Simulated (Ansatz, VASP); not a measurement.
Two plane-wave programs on NaYCl6

```
Na Y Cl
1.0
     0.00000    4.74880    4.74880
     4.74880    0.00000    4.74880
     4.74880    4.74880    0.00000
Na Y Cl
1 1 6
Cartesian
  4.7488 4.7488 4.7488
  0.0000 0.0000 0.0000
  2.3744 4.7488 4.7488
  7.1232 4.7488 4.7488
  4.7488 2.3744 4.7488
  4.7488 7.1232 4.7488
  4.7488 4.7488 2.3744
  4.7488 4.7488 7.1232
```

Alike in both runs: task single point; functional PBE; k mesh 4 × 4 × 4; occupations gaussian, width 0.1 eV; no spin polarisation.

```csv
,VASP,Ansatz
version,VASP 6.6.1,Ansatz 0.2.0
potentials or method,"VASP PAW PBE potentials, release 64 (Na_pv, Y_sv, Cl), cutoff 520 eV","scalar-relativistic, plane waves, PAW"
valence electrons in the cell,60,62
```

```csv
,VASP,Ansatz,Ansatz less VASP
gap on the k mesh at the Fermi level (eV),none,none,-
pressure (GPa),15.9,16.0,+0.11
```

A gap of «none» marks a metal or a gap that the smearing closes. VASP's potentials hold 60 valence electrons a cell and Ansatz's 62, so a difference there can come from the potentials and not from the codes.
